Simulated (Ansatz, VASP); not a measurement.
## One calculation of SbTePd, two programs

```
Sb Te Pd
1.0
     6.53620    0.00000    0.00000
     0.00000    6.53620    0.00000
     0.00000    0.00000    6.53620
Sb Te Pd
4 4 4
Cartesian
  4.1047 4.1047 4.1047
  5.6996 2.4315 0.8366
  0.8366 5.6996 2.4315
  2.4315 0.8366 5.6996
  2.4366 2.4366 2.4366
  0.8315 4.0996 5.7047
  5.7047 0.8315 4.0996
  4.0996 5.7047 0.8315
  6.5570 6.5570 6.5570
  3.2473 -0.0208 3.2889
  3.2889 3.2473 -0.0208
  -0.0208 3.2889 3.2473
```

Alike in both runs: functional PBE; k mesh 5 × 5 × 5; occupations fermi-dirac, width 0.05 eV; no spin polarisation.

Ansatz relaxed the structure, and its values are those at the end. VASP's run is a single point on that final structure, the one shown.

```csv
,VASP,Ansatz
version,VASP 6.6.1,Ansatz 0.2.0
potentials or method,"VASP PAW PBE potentials, release 64 (Sb, Te, Pd)","plane-wave PAW, scalar-relativistic"
plane-wave cutoff (eV),520,420
valence electrons in the cell,84,196
```

|  | VASP | Ansatz | Ansatz less VASP |
| --- | --- | --- | --- |
| pressure (GPa) | 4.1 | 4.3 | +0.20 |
| rms of the force components (eV/Å) | 0.003 | 0.008 | +0.0045 |

VASP's potentials hold 84 valence electrons a cell and Ansatz's 196, so a difference there can come from the potentials and not from the codes. Ansatz's warnings: stress scf threshold loose.

Spin-orbit coupling is off throughout.
